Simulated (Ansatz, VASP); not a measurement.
Two plane-wave programs on Mg4H

Contents of INCAR:

```
ALGO = Normal
DIPOL = 0.5 0.5 0.292
EDIFF = 1E-6
ENCUT = 520
GGA = PE
IDIPOL = 3
ISIF = 2
ISMEAR = 0
LASPH = T
LCHARG = T
LDIPOL = T
LELF = T
LREAL = F
LVACPOTAV = T
LVHAR = T
LWAVE = F
NBANDS = 20
NELM = 80
PREC = Accurate
SIGMA = 0.1
```

The input KPOINTS:

```
k-points
0
Gamma
  4 5 1
```

The input POSCAR:

```
Mg4H
1.0
    6.4201385733      0.0000000000      0.0000000000
    0.0000000000      5.1379129567      0.0000000000
    0.0000000000      0.0000000000     21.6644777330
Mg H
8 2
Direct
    0.0000000000      0.7500000000      0.1846340378
    0.5000000000      0.7500000000      0.1846340378
    0.2500000000      0.2500000000      0.2274076137
    0.7500000000      0.2500000000      0.2274076137
    0.2500000000      0.7500000000      0.3173234500
    0.7500000000      0.7500000000      0.3173234500
    0.0000000000      0.2500000000      0.3537808678
    0.5000000000      0.2500000000      0.3537808678
    0.6335694913      0.0833333333      0.3745521971
    0.8664305087      0.0833333333      0.3745521971
```

Input for Ansatz:

```yaml
crystal:
  lattice:
    - [6.4201385733, 0.0, 0.0]
    - [0.0, 5.1379129567, 0.0]
    - [0.0, 0.0, 21.664477733]
  atoms:
    - { symbol: Mg, position: [0.0, 0.75, 0.1846340378] }
    - { symbol: Mg, position: [0.5, 0.75, 0.1846340378] }
    - { symbol: Mg, position: [0.25, 0.25, 0.2274076137] }
    - { symbol: Mg, position: [0.75, 0.25, 0.2274076137] }
    - { symbol: Mg, position: [0.25, 0.75, 0.31732345] }
    - { symbol: Mg, position: [0.75, 0.75, 0.31732345] }
    - { symbol: Mg, position: [0.0, 0.25, 0.3537808678] }
    - { symbol: Mg, position: [0.5, 0.25, 0.3537808678] }
    - { symbol: H, position: [0.6335694913, 0.0833333333, 0.3745521971] }
    - { symbol: H, position: [0.8664305087, 0.0833333333, 0.3745521971] }
basis:
  ecutwfc: 420
kpoints:
  mp_grid: { grid: [4, 5, 1] }
hamiltonian:
  xc: pbe
scf:
  occupations: { method: gaussian, width: 0.1 }
output:
  forces: true
  eigenvalues: true
  write_density: true
  write_potential: true
  elf: true
  volumetric_format: npy
efield:
  axis: 3
  dipole_correction: true
  ramp_width: 0.04
```

Alike in both runs: task single point; functional PBE; k mesh 4 × 5 × 1; occupations gaussian, width 0.1 eV; no spin polarisation.

```csv
,VASP,Ansatz
version,VASP 6.6.1,Ansatz 0.2.0
potentials or method,"VASP PAW PBE potentials, release 64 (Mg, H), cutoff 520 eV","scalar-relativistic, plane waves, PAW"
valence electrons in the cell,18,82
```

|  | VASP | Ansatz | Ansatz less VASP |
| --- | --- | --- | --- |
| gap on the k mesh at the Fermi level (eV) | none | none | - |
| rms of the force components (eV/Å) | 3.224 | 3.157 | -0.0668 |
| work function, face that differs most (eV) | 3.58 | 3.57 | -0.005 |

Atom by atom the forces differ by 0.067 eV/Å (rms over components). A gap of «none» marks a metal or a gap that the smearing closes. VASP's potentials hold 18 valence electrons a cell and Ansatz's 82, so a difference there can come from the potentials and not from the codes. Ansatz's warnings: xc potential rough in thin density.
